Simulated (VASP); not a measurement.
Wanted: the native input for a VASP 6.6.1 run.

```
Task                   : single point
Functional             : PBE
Potentials or basis    : VASP PAW PBE potentials, release 64 (Bi_d)
Cutoff                 : 520 eV
k mesh                 : 12 × 12 × 12
Occupations            : fermi-dirac, width 0.05 eV
Spin                   : no spin polarisation
Dipole correction      : no
Further INCAR settings : ALGO = Normal; EDIFF = 1e-06; NBANDS = 14
```

The structure of Bi lies in POSCAR:

```
Bi
1.0
    3.2917595213      0.0000000000      0.0000000000
    0.0000000000      3.2917595213      0.0000000000
    0.0000000000      0.0000000000      3.2917595213
Bi
1
Direct
    0.0000000000      0.0000000000      0.0000000000
```

The input as run:

INCAR

```
SYSTEM = Bi
PREC = Accurate
ENCUT = 520
EDIFF = 1E-6
ISMEAR = -1
SIGMA = 0.05
LREAL = .FALSE.
LASPH = .TRUE.
NELM = 100
ALGO = Normal
ISIF = 2
LWAVE = .FALSE.
LCHARG = .FALSE.
GGA = PE
NBANDS = 14
```

KPOINTS

```
Automatic mesh
0
G
  12 12 12
  0 0 0
```

Potentials or basis: VASP PAW PBE potentials, release 64 (Bi_d).

Command:

```sh
$ cat potpaw_PBE.64/Bi_d/POTCAR > POTCAR
$ mpirun -np 1 vasp_std > vasp.out
```

Results of the run:

The pressure is -0.6 GPa.

Wall time 9.4 s on 1 thread of Intel Xeon 6975P-C, with other jobs on the host, peak memory 0.16 GiB.
